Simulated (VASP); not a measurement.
# AgCl (R-3m) in VASP: notebook, part 2 of 2

VASP 6.6.1. Earlier steps stand in the parts before.

### 4 Single point, PBEsol

This run uses another cell than the first one, of 19.47 Å³/atom, 1.026 times its volume.

INCAR reads:

```
PREC = Accurate ; ENCUT = 520
EDIFF = 1E-6 ; ISMEAR = 0
SIGMA = 0.05 ; LREAL = False
LASPH = True ; NELM = 100
ALGO = Normal ; ISIF = 2
LWAVE = False ; LCHARG = False
GGA = PS ; NBANDS = 16
```

KPOINTS reads:

```
regular mesh
0
Gamma
  12 12 12
```

POSCAR reads:

```
AgCl
1.0
    3.3896241825     -0.0300935157     -0.0300935157
   -0.0300935157      3.3896241825     -0.0300935157
   -0.0300935157     -0.0300935157      3.3896241825
Ag Cl
1 1
Direct
    0.0000000000      0.0000000000      0.0000000000
    0.5000000000      0.5000000000      0.5000000000
```

Potentials or basis: VASP PAW PBE potentials, release 64 (Ag, Cl).

The run is started by

```bash
> cat potpaw_PBE.64/Ag/POTCAR potpaw_PBE.64/Cl/POTCAR > POTCAR
> mpirun -np 1 vasp_std > vasp.out
```

OUTCAR:

```text
PREC = Accurate
   ENCUT = 520
   EDIFF = 1E-6
   ISMEAR = 0
   LREAL = False
   LASPH = True
   NELM = 100
   ISIF = 2
   GGA = PS

 ion  position               nearest neighbor table
   1  0.000  0.000  0.000-   2 2.88   2 2.88   2 2.95   2 2.95   2 2.95   2 2.95   2 2.95   2 2.95

   2  0.500  0.500  0.500-   1 2.88   1 2.88   1 2.95   1 2.95   1 2.95   1 2.95   1 2.95   1 2.95

  LATTYP: Found a trigonal (rhomboedric) cell.
 ALAT       =     3.3898913460
 COS(alpha) =    -0.0176746476

  Lattice vectors:

 A1 = (   3.3896241825,  -0.0300935157,  -0.0300935157)
 A2 = (  -0.0300935157,   3.3896241825,  -0.0300935157)
 A3 = (  -0.0300935157,  -0.0300935157,   3.3896241825)

Analysis of symmetry for initial positions (statically):
=====================================================================
 Subroutine PRICEL returns:
 Original cell was already a primitive cell.

 Routine SETGRP: Setting up the symmetry group for a
 trigonal (rhombohedral) supercell.

 Subroutine GETGRP returns: Found 12 space group operations
 (whereof 12 operations were pure point group operations)
 out of a pool of 12 trial point group operations.

The static configuration has the point symmetry D_3d.

Analysis of symmetry for dynamics (positions and initial velocities):
=====================================================================
 Subroutine PRICEL returns:
 Original cell was already a primitive cell.

 Routine SETGRP: Setting up the symmetry group for a
 trigonal (rhombohedral) supercell.

 Subroutine GETGRP returns: Found 12 space group operations
 (whereof 12 operations were pure point group operations)
 out of a pool of 12 trial point group operations.

The dynamic configuration has the point symmetry D_3d.

 Subroutine INISYM returns: Found 12 space group operations
 (whereof 12 operations are pure point group operations),
 and found     1 'primitive' translations

----------------------------------------------------------------------------------------
[... 114 lines left out ...]
  volume/ion in A,a.u.               =      19.47       131.38
  Fermi-wavevector in a.u.,A,eV,Ry     =   1.265849  2.392108 21.801616  1.602374
  Thomas-Fermi vector in A             =   2.399081
   LORBIT       =      0    0 simple, 1 ext, 2 COOP (PROOUT), +10 PAW based schemes
   GGA     = PS    functional components
   LHFCALC =     F    Hartree Fock is set to
   AEXX    =    0.0000 exact exchange contribution
   IVDW    =     0    specifies the selected vdW correction
   LEPSILON=     F    determine dielectric tensor
   LRPA    =     F    only Hartree local field effects (RPA)
 non-spin polarized calculation
 Gauss-broadening in eV      SIGMA  =   0.05
  energy-cutoff  :      520.00
  volume of cell :       38.94
 maximum number of plane-waves:      1064
 NGX is ok and might be reduce to    28
   NGX = 13   NGY = 13   NGZ = 13

 number of electron      17.9999999 magnetization

 Free energy of the ion-electron system (eV)
  ---------------------------------------------------
  ext. energy  EPLUGINS =         0.00000000
  ---------------------------------------------------
  free energy    TOTEN  =        -5.80351216 eV

  energy without entropy =       -5.80351216  energy(sigma->0) =       -5.80351216

 E-fermi :   4.5356     XC(G=0): -10.8263

 val. band max:        4.3487853550   @ k =   0.5000   0.0000   0.0000
 cond. band min:       4.7147951083   @ k =   0.0000   0.0000   0.0000
 fundamental gap:      0.3660097534
 Fermi energy:         4.5355697229

 k-point     1 :       0.0000    0.0000    0.0000
  band No.  band energies     occupation
      1     -10.5374      2.00000
      2       1.3613      2.00000
      3       1.3613      2.00000
      4       2.3766      2.00000
      5       2.4105      2.00000
      6       2.4105      2.00000
[... 433 lines left out ...]
      3       1.0778      2.00000
      4       1.4291      2.00000
      5       1.6267      2.00000
      6       2.3476      2.00000
[... 8 lines left out ...]
     15      19.4260      0.00000
     16      20.8795      0.00000

 [... further k-points ...]

------------------------ aborting loop because EDIFF is reached ----------------------------------------

  FORCE on cell =-STRESS in cart. coord.  units (eV):
  Direction    XX          YY          ZZ          XY          YZ          ZX
  --------------------------------------------------------------------------------------
  -------------------------------------------------------------------------------------
  Total       -0.7283323     -0.7283323     -0.7283323     -0.0608507     -0.0608507     -0.0608507
  in kB      -29.9701415    -29.9701415    -29.9701415     -2.5039443     -2.5039443     -2.5039443
  external PRESSURE =     -29.9701415 kB  Pullay stress =       0.0000000 kB

 VOLUME and BASIS-vectors are now :
 -----------------------------------------------------------------------------
  energy-cutoff  :      520.00
  volume of cell :       38.94
      direct lattice vectors                 reciprocal lattice vectors
     3.389624182 -0.030093516 -0.030093516     0.295064888  0.002643089  0.002643089
    -0.030093516  3.389624182 -0.030093516     0.002643089  0.295064888  0.002643089
    -0.030093516 -0.030093516  3.389624182     0.002643089  0.002643089  0.295064888

 POSITION                                       TOTAL-FORCE (eV/Angst)
 -----------------------------------------------------------------------------------
      0.00000      0.00000      0.00000        -0.000000     -0.000000      0.000000
      1.66472      1.66472      1.66472         0.000000      0.000000      0.000000
 -----------------------------------------------------------------------------------
    total drift:                               -0.000000      0.000000      0.000000

  FREE ENERGIE OF THE ION-ELECTRON SYSTEM (eV)
  ---------------------------------------------------
  free  energy   TOTEN  =        -5.8035121583 eV

  energy  without entropy=       -5.8035121582  energy(sigma->0) =       -5.80351216
```

stdout:

```text
POSCAR found type information on POSCAR AgCl
 POSCAR found :  2 types and       2 ions
 scaLAPACK will be used
 -----------------------------------------------------------------------------
|                                                                             |
|                                                                             |
|     You enforced a specific xc type in the INCAR file but a different       |
|     I HOPE YOU KNOW WHAT YOU ARE DOING!                                     |
|                                                                             |
 -----------------------------------------------------------------------------

 LDA part: xc-table for (Slater+PW92), standard interpolation
 POSCAR, INCAR and KPOINTS ok, starting setup
 FFT: planning ... GRIDC
 FFT: planning ... GRID_SOFT
 FFT: planning ... GRID
 WAVECAR not read
 entering main loop
```

Wall time 1.7 min (1 thread of Intel Xeon Platinum 8488C (Sapphire Rapids), shared host); peak memory 0.24 GiB.

Results:

```
Free energy            : -5.8035 eV
Pressure               : -3.0 GPa
Band gap on the k mesh : 0.37 eV, indirect (least direct gap 2.04 eV)
```

Stress tensor (GPa, compression positive):
```
-3.00 -0.25 -0.25
-0.25 -3.00 -0.25
-0.25 -0.25 -3.00
```

Caveat: the PAW data sets were made with another functional, which shifts forces and pressure a little. A k mesh can miss the band edges.

### 5 Single point, PBEsol

This run uses another cell than the first one, of 19.47 Å³/atom, 1.026 times its volume.

INCAR reads:

```
SYSTEM = AgCl
PREC = Accurate
ENCUT = 520
EDIFF = 1E-6
ISMEAR = 0
SIGMA = 0.05
LREAL = .False.
LASPH = .True.
NELM = 60
ALGO = Normal
ISIF = 2
LWAVE = .False.
LCHARG = .False.
GGA = PS
NBANDS = 16
```

KPOINTS reads:

```
Automatic mesh
0
Gamma
  12 12 12
  0 0 0
```

POSCAR reads:

```
AgCl
1.0
    3.3904376131      0.0609299895      0.0609299895
    0.0609299895      3.3904376131      0.0609299895
    0.0609299895      0.0609299895      3.3904376131
Ag Cl
1 1
Direct
    0.0000000000      0.0000000000      0.0000000000
    0.5000000000      0.5000000000      0.5000000000
```

Potentials or basis: VASP PAW PBE potentials, release 64 (Ag, Cl).

The run is started by

```bash
> cat potpaw_PBE.64/Ag/POTCAR potpaw_PBE.64/Cl/POTCAR > POTCAR
> mpirun -np 1 vasp_std > vasp.out
```

OUTCAR:

```text
SYSTEM = AgCl
   PREC = Accurate
   ENCUT = 520
   EDIFF = 1E-6
   ISMEAR = 0
   LREAL = .False.
   LASPH = .True.
   NELM = 60
   ISIF = 2
   GGA = PS

 ion  position               nearest neighbor table
   1  0.000  0.000  0.000-   2 2.90   2 2.90   2 2.90   2 2.90   2 2.90   2 2.90   2 3.04   2 3.04

   2  0.500  0.500  0.500-   1 2.90   1 2.90   1 2.90   1 2.90   1 2.90   1 2.90   1 3.04   1 3.04

  LATTYP: Found a trigonal (rhomboedric) cell.
 ALAT       =     3.3915324170
 COS(alpha) =     0.0362418087

  Lattice vectors:

 A1 = (   3.3904376131,   0.0609299895,   0.0609299895)
 A2 = (   0.0609299895,   3.3904376131,   0.0609299895)
 A3 = (   0.0609299895,   0.0609299895,   3.3904376131)

Analysis of symmetry for initial positions (statically):
=====================================================================
 Subroutine PRICEL returns:
 Original cell was already a primitive cell.

 Routine SETGRP: Setting up the symmetry group for a
 trigonal (rhombohedral) supercell.

 Subroutine GETGRP returns: Found 12 space group operations
 (whereof 12 operations were pure point group operations)
 out of a pool of 12 trial point group operations.

The static configuration has the point symmetry D_3d.

Analysis of symmetry for dynamics (positions and initial velocities):
=====================================================================
 Subroutine PRICEL returns:
 Original cell was already a primitive cell.

 Routine SETGRP: Setting up the symmetry group for a
 trigonal (rhombohedral) supercell.

 Subroutine GETGRP returns: Found 12 space group operations
 (whereof 12 operations were pure point group operations)
 out of a pool of 12 trial point group operations.

The dynamic configuration has the point symmetry D_3d.

 Subroutine INISYM returns: Found 12 space group operations
 (whereof 12 operations are pure point group operations),
 and found     1 'primitive' translations

----------------------------------------------------------------------------------------

                                     Primitive cell

[... 113 lines left out ...]
  Thomas-Fermi vector in A             =   2.399081
   LORBIT       =      0    0 simple, 1 ext, 2 COOP (PROOUT), +10 PAW based schemes
   GGA     = PS    functional components
   LHFCALC =     F    Hartree Fock is set to
   AEXX    =    0.0000 exact exchange contribution
   IVDW    =     0    specifies the selected vdW correction
   LEPSILON=     F    determine dielectric tensor
   LRPA    =     F    only Hartree local field effects (RPA)
 non-spin polarized calculation
 Gauss-broadening in eV      SIGMA  =   0.05
  energy-cutoff  :      520.00
  volume of cell :       38.94
 maximum number of plane-waves:      1063
 NGX is ok and might be reduce to    28
   NGX = 13   NGY = 13   NGZ = 13

 number of electron      17.9999996 magnetization

 Free energy of the ion-electron system (eV)
  ---------------------------------------------------
  ext. energy  EPLUGINS =         0.00000000
  ---------------------------------------------------
  free energy    TOTEN  =        -5.80841638 eV

  energy without entropy =       -5.80841638  energy(sigma->0) =       -5.80841638

 E-fermi :   4.5677     XC(G=0): -10.8247

 val. band max:        4.3985334676   @ k =   0.5000   0.0000   0.0000
 cond. band min:       4.7286593158   @ k =   0.0000   0.0000   0.0000
 fundamental gap:      0.3301258482
 Fermi energy:         4.5677360713

 k-point     1 :       0.0000    0.0000    0.0000
  band No.  band energies     occupation
      1     -10.5427      2.00000
      2       1.3639      2.00000
      3       1.3639      2.00000
      4       2.3758      2.00000
      5       2.3758      2.00000
      6       2.4301      2.00000
[... 433 lines left out ...]
      3       1.0031      2.00000
      4       1.4099      2.00000
      5       1.6617      2.00000
      6       2.3349      2.00000
[... 8 lines left out ...]
     15      19.2239      0.00000
     16      20.7764      0.00000

 [... further k-points ...]

------------------------ aborting loop because EDIFF is reached ----------------------------------------

  FORCE on cell =-STRESS in cart. coord.  units (eV):
  Direction    XX          YY          ZZ          XY          YZ          ZX
  --------------------------------------------------------------------------------------
  -------------------------------------------------------------------------------------
  Total       -0.7146520     -0.7146520     -0.7146520      0.1202566      0.1202566      0.1202566
  in kB      -29.4072111    -29.4072111    -29.4072111      4.9484384      4.9484384      4.9484384
  external PRESSURE =     -29.4072111 kB  Pullay stress =       0.0000000 kB

 VOLUME and BASIS-vectors are now :
 -----------------------------------------------------------------------------
  energy-cutoff  :      520.00
  volume of cell :       38.94
      direct lattice vectors                 reciprocal lattice vectors
     3.390437613  0.060929989  0.060929989     0.295134445 -0.005210265 -0.005210265
     0.060929989  3.390437613  0.060929989    -0.005210265  0.295134445 -0.005210265
     0.060929989  0.060929989  3.390437613    -0.005210265 -0.005210265  0.295134445

 POSITION                                       TOTAL-FORCE (eV/Angst)
 -----------------------------------------------------------------------------------
      0.00000      0.00000      0.00000        -0.000000     -0.000000      0.000000
      1.75615      1.75615      1.75615         0.000000      0.000000      0.000000
 -----------------------------------------------------------------------------------
    total drift:                               -0.000000      0.000000      0.000000

  FREE ENERGIE OF THE ION-ELECTRON SYSTEM (eV)
  ---------------------------------------------------
  free  energy   TOTEN  =        -5.8084163825 eV

  energy  without entropy=       -5.8084163815  energy(sigma->0) =       -5.80841638
```

OSZICAR:

```text
N       E                     dE             d eps       ncg     rms          rms(c)
DAV:   1     0.100980218194E+03    0.10098E+03   -0.87196E+03  6088   0.103E+03
DAV:   2    -0.247366251097E+01   -0.10345E+03   -0.94724E+02  7704   0.225E+02
DAV:   3    -0.605655220279E+01   -0.35829E+01   -0.35751E+01  7344   0.444E+01
DAV:   4    -0.607917163195E+01   -0.22619E-01   -0.22618E-01  7784   0.385E+00
DAV:   5    -0.607943357617E+01   -0.26194E-03   -0.26194E-03  7456   0.402E-01    0.644E+00
DAV:   6    -0.581834100071E+01    0.26109E+00   -0.42869E-01  7632   0.939E+00    0.428E+00
DAV:   7    -0.581236041897E+01    0.59806E-02   -0.98205E-02  6448   0.206E+00    0.216E+00
DAV:   8    -0.580865370099E+01    0.37067E-02   -0.64122E-03  7720   0.791E-01    0.366E-01
DAV:   9    -0.580839405217E+01    0.25965E-03   -0.54156E-04  7920   0.369E-01    0.680E-02
DAV:  10    -0.580841466740E+01   -0.20615E-04   -0.76771E-05  6984   0.882E-02    0.291E-02
DAV:  11    -0.580841636996E+01   -0.17026E-05   -0.14439E-06  6128   0.107E-02    0.262E-03
DAV:  12    -0.580841638250E+01   -0.12540E-07   -0.37948E-07  3928   0.546E-03
   1 F= -.58084164E+01 E0= -.58084164E+01  d E =-.104422E-08
```

It took 2.3 min on 1 thread of Intel Xeon Platinum 8488C (Sapphire Rapids), shared host; peak memory 0.24 GiB.

What came out:

```
Free energy            : -5.8084 eV
Pressure               : -2.9 GPa
Band gap on the k mesh : 0.33 eV, indirect (least direct gap 1.94 eV)
```

Stress tensor (GPa, compression positive):
```
-2.94  0.49  0.49
 0.49 -2.94  0.49
 0.49  0.49 -2.94
```

Caveat: the PAW data sets were made with another functional, which shifts forces and pressure a little. A k mesh can miss the band edges.

### 6 Overview

```csv
cell,gap on the mesh (eV),pressure (GPa)
"a = 3.363 Å, angles 92.0°, 2 atoms",0.33,-1.6
"a = 3.390 Å, angles 89.0°, 2 atoms",0.37,-3.0
"a = 3.390 Å, angles 91.0°, 2 atoms",0.37,-3.0
"a = 3.392 Å, angles 87.9°, 2 atoms",0.33,-2.9
```

Alike in all rows: task single point; level PBEsol; potentials or basis VASP PAW PBE potentials, release 64 (Ag, Cl); no spin polarisation; k mesh 12 × 12 × 12; cutoff (eV) 520; smearing gaussian 0.05 eV.

Caveats: the PAW data sets were made with another functional, which shifts forces and pressure a little.

Absolute energies hang on the potentials; compare differences alone.
